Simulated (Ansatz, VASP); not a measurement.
Mg: VASP beside Ansatz

The input INCAR:

```
PREC = Accurate
ENCUT = 520
EDIFF = 1E-8
ISMEAR = -1
SIGMA = 0.05
LREAL = False
LASPH = True
NELM = 100
ALGO = Normal
ISIF = 2
LWAVE = False
LCHARG = False
GGA = PS
LEFG = True
NBANDS = 7
```

File KPOINTS:

```
Automatic mesh
0
Gamma
  15 15 15
```

Contents of POSCAR:

```
Mg
1.0
   -1.8048671150      1.8048671150      1.6509340451
    1.8048671150     -1.8048671150      1.6509340451
    1.8048671150      1.8048671150     -1.6509340451
Mg
1
Direct
    0.0000000000      0.0000000000      0.0000000000
```

Input for Ansatz:

```yaml
crystal:
  lattice:
    - [-1.804867115, 1.804867115, 1.6509340451]
    - [1.804867115, -1.804867115, 1.6509340451]
    - [1.804867115, 1.804867115, -1.6509340451]
  atoms:
    - { symbol: Mg, position: [0.0, 0.0, 0.0] }
kpoints:
  mp_grid: { grid: [15, 15, 15] }
scf:
  occupations: { method: fermi_dirac, width: 0.05 }
hamiltonian:
  xc: pbesol
  pseudopotentials: { kind: paw }
output:
  forces: true
  stress: true
  eigenvalues: true
  efg: { contact_densities: true }
```

Change from the starting cell: volume scaled by 0.95, PAW files.

Alike in both runs: task electric field gradients; functional PBEsol; k mesh 15 × 15 × 15; occupations fermi-dirac, width 0.05 eV; no spin polarisation.

|  | VASP | Ansatz |
| --- | --- | --- |
| version | VASP 6.6.1 | Ansatz 0.2.0 |
| potentials or method | VASP PAW PBE potentials, release 64 (Mg) | PAW with Ansatz's default frozen-core files, scalar-relativistic |
| plane-wave cutoff (eV) | 520 | 420 |
| valence electrons in the cell | 2 | 10 |

```csv
,VASP,Ansatz,Ansatz less VASP
pressure (GPa),1.8,1.9,+0.03
"traceless stress, the component that is largest in VASP (GPa)",0.40,0.39,-0.007
size of Vzz on the site where it differs most (V/Å²),2.4,2.6,+0.15
```

VASP's potentials were made for PBE, not for PBEsol. VASP's potentials hold 2 valence electrons a cell and Ansatz's 10, so a difference there can come from the potentials and not from the codes.
